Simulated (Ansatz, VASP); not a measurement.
InP in VASP and in Ansatz

Contents of INCAR:

```
SYSTEM = InP
ALGO = Normal
EDIFF = 1E-6
ENCUT = 520
GGA = PS
ISIF = 2
ISMEAR = 0
LASPH = .True.
LCHARG = .False.
LREAL = .False.
LWAVE = .False.
NBANDS = 16
NELM = 60
PREC = Accurate
SIGMA = 0.15
```

The input KPOINTS:

```
k-points
0
Gamma
  6 6 6
  0 0 0
```

POSCAR

```
InP
1.0
    0.0000000000      2.8089435591      2.9493907371
    2.8089435591      0.0000000000      2.9493907371
    2.8089435591      2.8089435591      0.0000000000
In P
1 1
Direct
    0.0000000000      0.0000000000      0.0000000000
    0.5000000000      0.5000000000      0.5000000000
```

Input for Ansatz:

```yaml
crystal:
  lattice:
    - [0.0, 2.8089435591, 2.9493907371]
    - [2.8089435591, 0.0, 2.9493907371]
    - [2.8089435591, 2.8089435591, 0.0]
  atoms:
    - { symbol: In, position: [0.0, 0.0, 0.0] }
    - { symbol: P, position: [0.5, 0.5, 0.5] }
basis:
  ecutwfc: 420
kpoints:
  mp_grid: { grid: [6, 6, 6] }
hamiltonian:
  xc: pbesol
scf:
  occupations: { method: gaussian, width: 0.15 }
output:
  forces: true
  stress: true
  eigenvalues: true
```

Alike in both runs: task single point; functional PBEsol; k mesh 6 × 6 × 6; occupations gaussian, width 0.15 eV; no spin polarisation.

```csv
,VASP,Ansatz
version,VASP 6.6.1,Ansatz 0.2.0
potentials or method,"VASP PAW PBE potentials, release 64 (In_d, P), cutoff 520 eV","scalar-relativistic, plane waves, PAW"
valence electrons in the cell,18,18
```

Ansatz gave:

* gap on the k mesh at the Fermi level (eV): none
* pressure (GPa): -7.7
* traceless stress, the component that is largest in VASP (GPa): -1.77

Estimate VASP's values.

gap on the k mesh at the Fermi level (eV): none; pressure (GPa): -7.7; traceless stress, the component that is largest in VASP (GPa): -1.78.

VASP's potentials were made for PBE, not for PBEsol. A gap of «none» marks a metal or a gap that the smearing closes.
